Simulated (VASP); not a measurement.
Input of a VASP 6.6.1 run:

The input INCAR:

```
ALGO = Fast
EDIFF = 1E-7
ENCUT = 520
GGA = PE
ISIF = 2
ISMEAR = -1
ISPIN = 2
LASPH = T
LCHARG = F
LDAU = T
LDAUJ = 0 0 0 0 0
LDAUL = 2 2 2 2 2
LDAUPRINT = 1
LDAUTYPE = 2
LDAUU = 3 3 3 3 3
LMAXMIX = 4
LORBIT = 11
LREAL = F
LWAVE = F
MAGMOM = 1 1 0 0.6 0
NBANDS = 40
NELM = 150
PREC = Accurate
SIGMA = 0.05
```

KPOINTS

```
k-points
0
Gamma
  8 8 2
```

POSCAR

```
NiMoIrPdW
1.0
    2.7607800000      0.0000000000      0.0000000000
   -1.3803900000      2.3909000000      0.0000000000
    0.0000000000      0.0000000000     11.3405100000
Ni Mo Pd Ir W
1 1 1 1 1
Direct
    0.0000000000      0.0000000000      0.7091700000
    0.6666700000      0.3333300000      0.2942500000
    0.6666700000      0.3333300000      0.8990100000
    0.0000000000      0.0000000000      0.1060400000
    0.6666700000      0.3333300000      0.5292100000
```

Potentials or basis: VASP PAW PBE potentials, release 64 (Ni, Mo_sv, Pd, Ir, W_sv).

The run is started by

```console
$ cat potpaw_PBE.64/Ni/POTCAR potpaw_PBE.64/Mo_sv/POTCAR potpaw_PBE.64/Pd/POTCAR potpaw_PBE.64/Ir/POTCAR potpaw_PBE.64/W_sv/POTCAR > POTCAR
$ mpirun -np 1 vasp_std > vasp.out
```

Problem. Estimate the net moment.

Solution. 0.00 μB per cell.

Problem. Predict the pressure.

Solution. -0.5 GPa.

Problem. Estimate the largest force.

Solution. 0.487 eV/Å.

Forces on the atoms (eV/Å):
```
Ni   0.000  0.000  0.277
Mo   0.000  0.000  0.155
Pd   0.000  0.000 -0.038
Ir   0.000  0.000 -0.487
W    0.000  0.000  0.093
```

Caveat: the moments typed at the start vanished in this run; the U is typed as a test and isn't derived for this compound. The state reached can hang on the start; a lower one may exist.
